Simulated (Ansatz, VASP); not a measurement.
**One calculation of PbF2, two programs**

Contents of INCAR:

```
PREC = Accurate
ENCUT = 520
EDIFF = 1E-6
ISMEAR = 0
SIGMA = 0.01
LREAL = F
LASPH = T
NELM = 60
ALGO = Normal
ISIF = 2
LWAVE = F
LCHARG = T
GGA = PS
LELF = T
LVHAR = T
NBANDS = 21
```

File KPOINTS:

```
regular mesh
0
Gamma
  8 8 8
```

The input POSCAR:

```
PbF2
1.0
    2.8752815980      2.8752815980      0.0000000000
   -2.8752815980      2.8752815980      0.0000000000
    0.0000000000      2.8752815980      2.8752815980
Pb F
1 2
Direct
    0.0000000000      0.0000000000      0.0000000000
    0.2500000000      0.7500000000      0.5000000000
    0.7500000000      0.2500000000      0.5000000000
```

Input for Ansatz:

```yaml
crystal:
  lattice:
    - [2.87528159796, 2.87528159796, 0.0]
    - [-2.87528159796, 2.87528159796, 0.0]
    - [0.0, 2.87528159796, 2.87528159796]
  atoms:
    - { symbol: Pb, position: [0.0, 0.0, 0.0] }
    - { symbol: F, position: [0.25, 0.75, 0.5] }
    - { symbol: F, position: [0.75, 0.25, 0.5] }
kpoints:
  mp_grid: { grid: [8, 8, 8] }
scf:
  occupations: { method: fixed }
  convergence: { dr2_threshold: 1.0e-10 }
hamiltonian:
  xc: pbesol
  pseudopotentials: { kind: all_electron, lapw: { basis_error: 0.0005 } }
output:
  forces: true
  stress: true
  eigenstates:
    kpoints:
      - [0.0, 0.0, 0.0]
      - [-0.5, 0.5, 0.0]
      - [-0.5, -0.5, -0.5]
      - [0.0, 0.0, -0.5]
      - [0.5, 0.0, 0.0]
      - [0.0, 0.5, 0.5]
      - [0.0, -0.5, 0.0]
      - [0.5, 0.0, 0.5]
      - [-0.75, 0.25, -0.25]
      - [-0.75, -0.25, -0.5]
      - [-0.5, -0.5, -0.75]
  eigenvalues: true
```

Alike in both runs: task single point; functional PBEsol; k mesh 8 × 8 × 8; no spin polarisation.

|  | VASP | Ansatz |
| --- | --- | --- |
| version | VASP 6.6.1 | Ansatz 0.2.0 |
| potentials or method | VASP PAW PBE potentials, release 64 (Pb_d, F), cutoff 520 eV | all-electron LAPW, scalar-relativistic |
| occupations | gaussian, width 0.01 eV | fixed |

VASP gave:

| Property | Result |
| --- | --- |
| gap on the k mesh at the Fermi level (eV) | 4.26 |
| pressure (GPa) | 6.8 |

Q: Which values does Ansatz return?

A: gap on the k mesh at the Fermi level (eV): 4.26; pressure (GPa): 7.0.

VASP's potentials were made for PBE, not for PBEsol. Ansatz ran all-electron here, and VASP with PAW potentials.

Spin-orbit coupling is off throughout.
